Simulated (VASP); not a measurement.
Crystal: As.

```xyz
2
Lattice="1.8797 1.0853 3.4858 -1.8797 1.0853 3.4858 0.0000 -2.1705 3.4858" Properties=species:S:1:pos:R:3 pbc="T T T"
As    0.0000    0.0000    2.3795
As    0.0000    0.0000    8.0779
```

Base run:

| Quantity | Value |
| --- | --- |
| Program | VASP 6.6.1 |
| Functional | LDA |
| Potentials or basis | VASP PAW LDA potentials, release 64 (As_d) |
| Cutoff | 520 eV |
| k mesh | 11 × 11 × 11 |
| Occupations | fermi-dirac, width 0.03 eV |
| Spin | no spin polarisation |

Its results: band gap on the k mesh zero (bands 15 and 16 overlap by 0.35 eV); pressure -1.3 GPa; largest force 0.101 eV/Å.

The run is repeated on the same cell with these changes: functional from LDA to PBEsol; potentials or basis from VASP PAW LDA potentials, release 64 (As_d) to VASP PAW PBE potentials, release 64 (As_d). What comes out?

Band gap on the k mesh zero (bands 15 and 16 overlap by 0.37 eV); pressure 0.2 GPa; largest force 0.180 eV/Å.

Caveats: the PAW data sets were made with another functional, which shifts forces and pressure a little (at least some runs).
